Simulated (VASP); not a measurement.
# In2O3 (R-3c) in VASP: notebook

The runs below take In2O3 through single point, with r2SCAN.

Everything below comes from runs of VASP 6.6.1. Logs are shortened: lines on timing, memory, paths and dates and some standing lists are left out, and cuts for length are marked.

## 1. The cell of the first run

The structure is trigonal, space group R-3c (No. 167). The conventional cell has a = 5.370 Å, b = 5.370 Å, c = 15.288 Å, α = 90.00°, β = 90.00°, γ = 120.00°. Within 2.8 Å of In (site symmetry 3) lie 6 O at 2.10 to 2.28 Å. Within 2.8 Å of O (site symmetry 2) lie 4 In at 2.10 to 2.28 Å and 2 O at 2.76 Å.

## 2. Single point, r2SCAN (strain -0.025 along x and y, +0.050 along z)

The input, POSCAR:

```
In2O3
1.0
    2.6850881739      1.5502363800      5.0960908785
   -2.6850881739      1.5502363800      5.0960908785
    0.0000000000     -3.1004727600      5.0960908785
In O
4 6
Direct
    0.3570704061      0.3570704061      0.3570704061
    0.1429295939      0.1429295939      0.1429295939
    0.6429295939      0.6429295939      0.6429295939
    0.8570704061      0.8570704061      0.8570704061
    0.5465740402      0.9534259598      0.2500000000
    0.2500000000      0.5465740402      0.9534259598
    0.9534259598      0.2500000000      0.5465740402
    0.4534259598      0.0465740402      0.7500000000
    0.7500000000      0.4534259598      0.0465740402
    0.0465740402      0.7500000000      0.4534259598
```

The input, INCAR.step1:

```
SYSTEM = In2O3
PREC = Accurate
ENCUT = 520
ISMEAR = 0
SIGMA = 0.05
LREAL = .FALSE.
LASPH = .TRUE.
NELM = 100
NBANDS = 55
GGA = PE
ALGO = Normal
EDIFF = 1E-4
LWAVE = .TRUE.
LCHARG = .FALSE.
```

The input, INCAR.step2:

```
SYSTEM = In2O3
PREC = Accurate
ENCUT = 520
EDIFF = 1E-6
ISMEAR = 0
SIGMA = 0.05
LREAL = .FALSE.
LASPH = .TRUE.
NELM = 100
ALGO = Normal
ISIF = 2
LWAVE = .FALSE.
LCHARG = .TRUE.
METAGGA = R2SCAN
LMIXTAU = .TRUE.
LELF = .TRUE.
LVHAR = .TRUE.
NBANDS = 55
ISTART = 1
```

The input, KPOINTS:

```
Automatic mesh
0
G
  6 6 6
  0 0 0
```

Potentials or basis: VASP PAW PBE potentials, release 64 (In_d, O).

Launch:

```sh
> cat potpaw_PBE.64/In_d/POTCAR potpaw_PBE.64/O/POTCAR > POTCAR
> cp INCAR.step1 INCAR
> mpirun -np 1 vasp_std > vasp.out
> cp INCAR.step2 INCAR
> mpirun -np 1 vasp_std > vasp.out
```

OUTCAR:

```text
SYSTEM = In2O3
   PREC = Accurate
   ENCUT = 520
   EDIFF = 1E-6
   ISMEAR = 0
   LREAL = .FALSE.
   LASPH = .TRUE.
   NELM = 100
   ISIF = 2
   METAGGA = R2SCAN
   ISTART = 1

 ion  position               nearest neighbor table
   1  0.357  0.357  0.357-  10 2.10   8 2.10   9 2.10   5 2.28   7 2.28   6 2.28   3 3.18   3 3.18
                             3 3.18   2 3.27   2 3.60   2 3.60   2 3.60   4 4.01   4 4.01   4 4.01
   2  0.143  0.143  0.143-   9 2.10   8 2.10  10 2.10   5 2.28   7 2.28   6 2.28   4 3.18   4 3.18
                             4 3.18   1 3.27   1 3.60   1 3.60   1 3.60   3 4.01   3 4.01   3 4.01
   3  0.643  0.643  0.643-   7 2.10   5 2.10   6 2.10   8 2.28   9 2.28  10 2.28   1 3.18   1 3.18
                             1 3.18   4 3.27   4 3.60   4 3.60   4 3.60   2 4.01   2 4.01   2 4.01
   4  0.857  0.857  0.857-   6 2.10   5 2.10   7 2.10   8 2.28   9 2.28  10 2.28   2 3.18   2 3.18
                             2 3.18   3 3.27   3 3.60   3 3.60   3 3.60   1 4.01   1 4.01   1 4.01
   5  0.547  0.953  0.250-   3 2.10   4 2.10   1 2.28   2 2.28
   6  0.250  0.547  0.953-   4 2.10   3 2.10   1 2.28   2 2.28
   7  0.953  0.250  0.547-   3 2.10   4 2.10   1 2.28   2 2.28
   8  0.453  0.047  0.750-   1 2.10   2 2.10   3 2.28   4 2.28
   9  0.750  0.453  0.047-   2 2.10   1 2.10   3 2.28   4 2.28
  10  0.047  0.750  0.453-   1 2.10   2 2.10   3 2.28   4 2.28

  LATTYP: Found a trigonal (rhomboedric) cell.
 ALAT       =     5.9651549500
 COS(alpha) =     0.5947680862

  Lattice vectors:

 A1 = (   2.6850881739,   1.5502363800,   5.0960908785)
 A2 = (  -2.6850881739,   1.5502363800,   5.0960908785)
 A3 = (   0.0000000000,  -3.1004727600,   5.0960908785)

Analysis of symmetry for initial positions (statically):
=====================================================================
 Subroutine PRICEL returns:
 Original cell was already a primitive cell.

 Routine SETGRP: Setting up the symmetry group for a
 trigonal (rhombohedral) supercell.

 Subroutine GETGRP returns: Found 12 space group operations
 (whereof  6 operations were pure point group operations)
 out of a pool of 12 trial point group operations.

The static configuration has the point symmetry S_6 .
 The point group associated with its full space group is D_3d.

Analysis of symmetry for dynamics (positions and initial velocities):
=====================================================================
 Subroutine PRICEL returns:
 Original cell was already a primitive cell.

 Routine SETGRP: Setting up the symmetry group for a
 trigonal (rhombohedral) supercell.

 Subroutine GETGRP returns: Found 12 space group operations
 (whereof  6 operations were pure point group operations)
 out of a pool of 12 trial point group operations.

The dynamic configuration has the point symmetry S_6 .
 The point group associated with its full space group is D_3d.

 Subroutine INISYM returns: Found 12 space group operations
 (whereof  6 operations are pure point group operations),
 and found     1 'primitive' translations

----------------------------------------------------------------------------------------

                                     Primitive cell

  volume of cell :     127.2755

  direct lattice vectors                    reciprocal lattice vectors
     2.685088174  1.550236380  5.096090879     0.186213624  0.107510486  0.065409613
    -2.685088174  1.550236380  5.096090879    -0.186213624  0.107510486  0.065409613
     0.000000000 -3.100472760  5.096090879     0.000000000 -0.215020972  0.065409613

  length of vectors
     5.965154950  5.965154950  5.965154950     0.224749718  0.224749718  0.224749718

  position of ions in fractional coordinates (direct lattice)
     0.357070406  0.357070406  0.357070406
     0.142929594  0.142929594  0.142929594
     0.642929594  0.642929594  0.642929594
     0.857070406  0.857070406  0.857070406
     0.546574040  0.953425960  0.250000000
     0.250000000  0.546574040  0.953425960
     0.953425960  0.250000000  0.546574040
     0.453425960  0.046574040  0.750000000
     0.750000000  0.453425960  0.046574040
     0.046574040  0.750000000  0.453425960

  ion indices of the primitive-cell ions
   primitive index   ion index
                 1           1
                 2           2
                 3           3
                 4           4
                 5           5
                 6           6
                 7           7
                 8           8
                 9           9
                10          10

----------------------------------------------------------------------------------------

 KPOINTS: Automatic mesh

Automatic generation of k-mesh.
 Grid dimensions read from file:
 generate k-points for:    6    6    6

 Generating k-lattice:

  Cartesian coordinates                     Fractional coordinates (reciprocal lattice)
     0.031035604  0.017918414  0.010901602     0.166666667  0.000000000  0.000000000
[... 59 lines left out ...]
  volume/ion in A,a.u.               =      12.73        85.89
  Fermi-wavevector in a.u.,A,eV,Ry     =   1.447618  2.735602 28.512355  2.095599
  Thomas-Fermi vector in A             =   2.565553
   LORBIT       =      0    0 simple, 1 ext, 2 COOP (PROOUT), +10 PAW based schemes
   METAGGA = R2SCAN    functional components
   LHFCALC =     F    Hartree Fock is set to
   AEXX    =    0.0000 exact exchange contribution
   IVDW    =     0    specifies the selected vdW correction
   LEPSILON=     F    determine dielectric tensor
   LRPA    =     F    only Hartree local field effects (RPA)
 non-spin polarized calculation
 Gauss-broadening in eV      SIGMA  =   0.05
  energy-cutoff  :      520.00
  volume of cell :      127.28
 maximum number of plane-waves:      3462
 NGX is ok and might be reduce to    48
   NGX = 23   NGY = 23   NGZ = 23

 number of electron      88.0000000 magnetization

 Free energy of the ion-electron system (eV)
  ---------------------------------------------------
  ext. energy  EPLUGINS =         0.00000000
  ---------------------------------------------------
  free energy    TOTEN  =      -144.18029436 eV

  energy without entropy =     -144.18029436  energy(sigma->0) =     -144.18029436

 E-fermi :   5.4934     XC(G=0): -11.8791

 val. band max:        5.2491524436   @ k =   0.0000   0.0000   0.0000
 cond. band min:       6.9509436779   @ k =   0.0000   0.0000   0.0000
 fundamental gap:      1.7017912343
 Fermi energy:         5.4934367746

 k-point     1 :       0.0000    0.0000    0.0000
  band No.  band energies     occupation
      1     -13.3978      2.00000
      2     -12.5424      2.00000
      3     -12.5424      2.00000
      4     -12.3992      2.00000
      5     -12.3192      2.00000
      6     -12.3192      2.00000
[... 47 lines left out ...]
     54      15.7521      0.00000
     55      15.9490      0.00000

 k-point     2 :       0.1667    0.0000   -0.0000
  band No.  band energies     occupation
      1     -13.3250      2.00000
      2     -12.5333      2.00000
      3     -12.5327      2.00000
      4     -12.4612      2.00000
      5     -12.3368      2.00000
      6     -12.3358      2.00000
[... 47 lines left out ...]
     54      16.4061      0.00000
     55      16.4915      0.00000

 k-point     3 :       0.3333   -0.0000   -0.0000
  band No.  band energies     occupation
      1     -13.1296      2.00000
      2     -12.6313      2.00000
      3     -12.5025      2.00000
      4     -12.5006      2.00000
      5     -12.3855      2.00000
      6     -12.3838      2.00000
[... 1152 lines left out ...]
 k-point    23 :       0.5000    0.5000    0.1667
  band No.  band energies     occupation
      1     -13.0081      2.00000
      2     -12.7676      2.00000
      3     -12.5509      2.00000
      4     -12.4963      2.00000
      5     -12.4126      2.00000
      6     -12.2682      2.00000
[... 47 lines left out ...]
     54      16.8579      0.00000
     55      17.1335      0.00000

 k-point    24 :      -0.3333    0.5000    0.1667
  band No.  band energies     occupation
      1     -12.9360      2.00000
      2     -12.8024      2.00000
      3     -12.5656      2.00000
      4     -12.5159      2.00000
      5     -12.3841      2.00000
      6     -12.2868      2.00000
[... 47 lines left out ...]
     54      16.6168      0.00000
     55      17.1553      0.00000

 [... further k-points ...]

------------------------ aborting loop because EDIFF is reached ----------------------------------------

  FORCE on cell =-STRESS in cart. coord.  units (eV):
  Direction    XX          YY          ZZ          XY          YZ          ZX
  --------------------------------------------------------------------------------------
  -------------------------------------------------------------------------------------
  Total        5.9737224      5.9737224     -5.1920888      0.0000000      0.0000000      0.0000000
  in kB       75.1987685     75.1987685    -65.3593616      0.0000000      0.0000000      0.0000000
  external PRESSURE =      28.3460584 kB  Pullay stress =       0.0000000 kB

 VOLUME and BASIS-vectors are now :
 -----------------------------------------------------------------------------
  energy-cutoff  :      520.00
  volume of cell :      127.28
      direct lattice vectors                 reciprocal lattice vectors
     2.685088174  1.550236380  5.096090879     0.186213624  0.107510486  0.065409613
    -2.685088174  1.550236380  5.096090879    -0.186213624  0.107510486  0.065409613
     0.000000000 -3.100472760  5.096090879     0.000000000 -0.215020972  0.065409613

 POSITION                                       TOTAL-FORCE (eV/Angst)
 -----------------------------------------------------------------------------------
      0.00000      0.00000      5.45899        -0.000000      0.000000     -0.574702
      0.00000      0.00000      2.18515        -0.000000      0.000000      0.574702
      0.00000      0.00000      9.82928        -0.000000      0.000000      0.574702
      0.00000      0.00000     13.10313        -0.000000      0.000000     -0.574702
     -1.09243      1.55024      8.91816        -0.119808      0.000000     -0.000000
     -0.79633     -1.72119      8.91816         0.059904     -0.103757      0.000000
      1.88876      0.17096      8.91816         0.059904      0.103757      0.000000
      1.09243     -1.55024      6.37011         0.119808      0.000000     -0.000000
      0.79633      1.72119      6.37011        -0.059904      0.103757      0.000000
     -1.88876     -0.17096      6.37011        -0.059904     -0.103757      0.000000
 -----------------------------------------------------------------------------------
    total drift:                                0.000000     -0.000000      0.000000

  FREE ENERGIE OF THE ION-ELECTRON SYSTEM (eV)
  ---------------------------------------------------
  free  energy   TOTEN  =      -144.1802943569 eV

  energy  without entropy=     -144.1802943569  energy(sigma->0) =     -144.18029436
```

Run time: 58 min. Hardware: 1 thread of Intel Xeon 8259CL, shared host; peak memory 0.46 GiB.

Results:

- Free energy: -144.1803 eV
- Pressure: 2.8 GPa
- Largest force: 0.575 eV/Å
- Band gap on the k mesh: 1.70 eV

Forces in eV/Å, atoms in the order of the input:
```
In   0.000  0.000 -0.575
In   0.000  0.000  0.575
In   0.000  0.000  0.575
In   0.000  0.000 -0.575
O   -0.120  0.000  0.000
O    0.060 -0.104  0.000
O    0.060  0.104  0.000
O    0.120  0.000  0.000
O   -0.060  0.104  0.000
O   -0.060 -0.104  0.000
```

Levels at points of the mesh, in eV from the valence-band top:
| k point | band 40 | band 41 | band 42 | band 43 | band 44 | band 45 | band 46 | band 47 | band 48 | band 49 |
| --- | --- | --- | --- | --- | --- | --- | --- | --- | --- | --- |
| (0.00, 0.00, 0.00) | -0.62 | -0.35 | -0.35 | 0.00 | 0.00 | 1.70 | 6.30 | 6.81 | 8.30 | 9.37 |
| (0.50, 0.00, 0.00) | -1.04 | -0.84 | -0.84 | -0.21 | -0.21 | 5.42 | 5.42 | 6.48 | 6.48 | 9.10 |
| (0.50, 0.50, 0.00) | -0.85 | -0.62 | -0.54 | -0.24 | -0.16 | 5.58 | 6.12 | 7.06 | 7.42 | 7.87 |
| (0.50, 0.50, 0.50) | -1.26 | -0.17 | -0.17 | -0.17 | -0.17 | 4.85 | 4.85 | 7.83 | 7.83 | 9.04 |

Caveat: the cell differs from its parent crystal (strain -0.025 along x and y, +0.050 along z); the stress differs along the axes, from -7 to 8 GPa; the PAW data sets were made with another functional, which shifts forces and pressure a little; spin-orbit coupling is left out, which moves the levels of the heavy elements.

## 3. Single point, r2SCAN (strain +0.050 along x and y, +0.025 along z)

Changes to POSCAR since step 2:

```diff
@@ -2,5 +2,5 @@
 1.0
-    2.6850881739      1.5502363800      5.0960908785
-   -2.6850881739      1.5502363800      5.0960908785
-    0.0000000000     -3.1004727600      5.0960908785
+    2.8916334180      1.6694853323      4.9747553814
+   -2.8916334180      1.6694853323      4.9747553814
+    0.0000000000     -3.3389706646      4.9747553814
 In O
```

Changes to INCAR.step1 since step 2:

```diff
@@ -7,3 +7,3 @@
 LASPH = .TRUE.
-NELM = 100
+NELM = 60
 NBANDS = 55
```

The input, INCAR.step2:

```
SYSTEM = In2O3
PREC = Accurate
ENCUT = 520
EDIFF = 1E-7
ISMEAR = 0
SIGMA = 0.05
LREAL = .FALSE.
LASPH = .TRUE.
NELM = 60
ALGO = Normal
ISIF = 2
LWAVE = .FALSE.
LCHARG = .FALSE.
METAGGA = R2SCAN
LMIXTAU = .TRUE.
NBANDS = 55
ISTART = 1
```

The input, KPOINTS:

```
regular mesh
0
G
  6 6 6
  0 0 0
```

Potentials or basis: VASP PAW PBE potentials, release 64 (In_d, O).

Launch:

```sh
> cat potpaw_PBE.64/In_d/POTCAR potpaw_PBE.64/O/POTCAR > POTCAR
> cp INCAR.step1 INCAR
> mpirun -np 1 vasp_std > vasp.out
> cp INCAR.step2 INCAR
> mpirun -np 1 vasp_std > vasp.out
```

It took 20 min on 1 thread of Intel Xeon Platinum 8375C at 2.90GHz (Ice Lake), shared host; peak memory 0.46 GiB.

It converged, with:

```yaml
Free_energy: -143.5428 eV
Pressure: -16.3 GPa
Largest_force: 0.071 eV/Å
Band_gap_on_the_k_mesh: 0.93 eV (least direct gap 1.11 eV)
```

Forces on the atoms (eV/Å):
```
In   0.000  0.000 -0.071
In   0.000  0.000  0.071
In   0.000  0.000  0.071
In   0.000  0.000 -0.071
O    0.009  0.000  0.000
O   -0.004  0.007  0.000
O   -0.004 -0.007  0.000
O   -0.009  0.000  0.000
O    0.004 -0.007  0.000
O    0.004  0.007  0.000
```

Stress tensor (GPa, compression positive):
```
-18.32   0.00   0.00
  0.00 -18.32   0.00
  0.00   0.00 -12.24
```

Levels at points of the mesh, in eV from the valence-band top:
```csv
k point,band 40,band 41,band 42,band 43,band 44,band 45,band 46,band 47,band 48,band 49
"(0.00, 0.00, 0.00)",-0.29,-0.21,-0.21,-0.18,-0.18,0.93,5.43,5.78,6.75,8.73
"(0.50, 0.00, 0.00)",-0.77,-0.62,-0.62,-0.06,-0.06,4.54,4.54,5.51,5.51,8.29
"(0.50, 0.50, 0.00)",-0.73,-0.51,-0.33,-0.11,-0.05,4.71,5.07,5.92,6.06,7.33
"(0.50, 0.50, 0.50)",-0.94,-0.23,-0.23,-0.23,-0.23,4.06,4.06,6.55,6.55,8.23
```

Caveat: the cell differs from its parent crystal (strain +0.050 along x and y, +0.025 along z); the stress differs along the axes, from -18 to -12 GPa; the PAW data sets were made with another functional, which shifts forces and pressure a little; spin-orbit coupling is left out, which moves the levels of the heavy elements. A k mesh can miss the band edges.

## 4. Single point, r2SCAN (strain +0.050 along x and y, +0.050 along z)

Changes to POSCAR since step 3:

```diff
@@ -2,5 +2,5 @@
 1.0
-    2.8916334180      1.6694853323      4.9747553814
-   -2.8916334180      1.6694853323      4.9747553814
-    0.0000000000     -3.3389706646      4.9747553814
+    2.8916334180      1.6694853323      5.0960908785
+   -2.8916334180      1.6694853323      5.0960908785
+    0.0000000000     -3.3389706646      5.0960908785
 In O
```

The input, INCAR.step1:

```
SYSTEM = In2O3
ALGO = Normal ; EDIFF = 1E-4
ENCUT = 520 ; GGA = PE
ISMEAR = 0 ; LASPH = .TRUE.
LCHARG = .FALSE. ; LREAL = .FALSE.
LWAVE = .TRUE. ; NBANDS = 55
NELM = 80 ; PREC = Accurate
SIGMA = 0.05
```

The input, INCAR.step2:

```
SYSTEM = In2O3
ALGO = Normal ; EDIFF = 1E-7
ENCUT = 520 ; ISIF = 2
ISMEAR = 0 ; ISTART = 1
LASPH = .TRUE. ; LCHARG = .FALSE.
LMIXTAU = .TRUE. ; LREAL = .FALSE.
LWAVE = .FALSE. ; METAGGA = R2SCAN
NBANDS = 55 ; NELM = 80
PREC = Accurate ; SIGMA = 0.05
```

The input, KPOINTS:

```
k-points
0
G
  6 6 6
  0 0 0
```

Launch:

```sh
> cat potpaw_PBE.64/In_d/POTCAR potpaw_PBE.64/O/POTCAR > POTCAR
> cp INCAR.step1 INCAR
> mpirun -np 1 vasp_std > vasp.out
> cp INCAR.step2 INCAR
> mpirun -np 1 vasp_std > vasp.out
```

Run time: 21 min. Hardware: 1 thread of Intel Xeon Platinum 8375C at 2.90GHz (Ice Lake), shared host; peak memory 0.47 GiB.

Results (log left out):

```
Free energy            : -143.2316 eV
Pressure               : -18.3 GPa
Largest force          : 0.209 eV/Å
Band gap on the k mesh : 0.81 eV (least direct gap 0.95 eV)
```

Forces on the atoms (eV/Å):
```
In   0.000  0.000 -0.209
In   0.000  0.000  0.209
In   0.000  0.000  0.209
In   0.000  0.000 -0.209
O    0.009  0.000  0.000
O   -0.005  0.008  0.000
O   -0.005 -0.008  0.000
O   -0.009  0.000  0.000
O    0.005 -0.008  0.000
O    0.005  0.008  0.000
```

Stress tensor (GPa, compression positive):
```
-19.18   0.00   0.00
  0.00 -19.18   0.00
  0.00   0.00 -16.51
```

Levels at points of the mesh, in eV from the valence-band top:
```tsv
k point	band 42	band 43	band 44	band 45	band 46	band 47
(0.00, 0.00, 0.00)	-0.21	-0.14	-0.14	0.81	5.35	5.57
(0.50, 0.00, 0.00)	-0.65	-0.07	-0.07	4.40	4.40	5.35
(0.50, 0.50, 0.00)	-0.36	-0.13	-0.06	4.53	4.95	5.74
(0.50, 0.50, 0.50)	-0.19	-0.19	-0.19	3.91	3.91	6.37
```

Caveat: the cell differs from its parent crystal (strain +0.050 along x and y, +0.050 along z); the cell stands under tension; the PAW data sets were made with another functional, which shifts forces and pressure a little; spin-orbit coupling is left out, which moves the levels of the heavy elements. A k mesh can miss the band edges.

## 5. Summary

| cell | gap on the mesh (eV) | pressure (GPa) | largest force (eV/Å) |
| --- | --- | --- | --- |
| a = 5.965 Å, angles 53.5°, 10 atoms | 1.70 | 2.8 | 0.57 |
| a = 5.991 Å, angles 57.7°, 10 atoms | 0.93 | -16.3 | 0.07 |
| a = 6.093 Å, angles 56.7°, 10 atoms | 0.81 | -18.3 | 0.21 |

Alike in all rows: task single point; level r2SCAN; potentials or basis VASP PAW PBE potentials, release 64 (In_d, O); no spin polarisation; k mesh 6 × 6 × 6; cutoff (eV) 520; smearing gaussian 0.05 eV.

Caveats: the PAW data sets were made with another functional, which shifts forces and pressure a little; spin-orbit coupling is left out, which moves the levels of the heavy elements; the stress differs along the axes, from -7 to 8 GPa (at least some runs); the stress differs along the axes, from -18 to -12 GPa (at least some runs); the cell stands under tension (at least some runs).

Absolute energies hang on the potentials; compare differences alone.
